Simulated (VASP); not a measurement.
A run of VASP 6.6.1:

The input INCAR:

```
SYSTEM = Li16C
PREC = Accurate
ENCUT = 520
EDIFF = 1E-6
ISMEAR = 0
SIGMA = 0.1
LREAL = Auto
LASPH = .TRUE.
NELM = 80
ALGO = Normal
ISIF = 2
LWAVE = .FALSE.
LCHARG = .FALSE.
GGA = PS
NBANDS = 40
```

The input KPOINTS:

```
regular mesh
0
G
  3 3 3
  0 0 0
```

POSCAR

```
Li16C
1.0
    6.9800000000      0.0000000000      0.0000000000
    0.0000000000      6.9800000000      0.0000000000
    0.0000000000      0.0000000000      6.9800000000
Li C
16 1
Direct
    0.0572686246      0.0004895415      0.0987173352
    0.4429737822      0.0004585960      0.1006242120
    0.0349239255      0.4998942693     -0.0417497135
   -0.0290126074     -0.0001272206      0.4665484241
    0.2497813754      0.2804836676      0.2836244986
    0.4663527221      0.4998541547     -0.0409180516
    0.5306512894     -0.0000975645      0.4653065903
    0.7521830946      0.2822356734      0.2266196275
   -0.0315451289      0.5007527221      0.5249704871
    0.2497893983      0.7203822350      0.2833954155
    0.2509826648      0.1929750716      0.6495946991
    0.5322381089      0.5007229226      0.5231111748
    0.7521699140      0.7179395415      0.2258252149
    0.7495802292      0.2152270774      0.7908964183
    0.2510186246      0.8069181948      0.6506515759
    0.7495709169      0.7851803725      0.7911270774
    0.2505899713      0.0004200573      0.3744593123
```

Potentials or basis: VASP PAW PBE potentials, release 64 (Li_sv, C).

Command:

```bash
$ cat potpaw_PBE.64/Li_sv/POTCAR potpaw_PBE.64/C/POTCAR > POTCAR
$ mpirun -np 1 vasp_std > vasp.out
```

Hardware: 1 thread of Intel(R) Xeon(R) Platinum 8488C (Sapphire Rapids) (shared host).

Question: Estimate the wall time of this run.

Answer: Run time: 5 min on 1 thread of Intel(R) Xeon(R) Platinum 8488C (Sapphire Rapids), on a shared host, peak memory 0.41 GiB. Counts: scf iterations 18, k points 14.
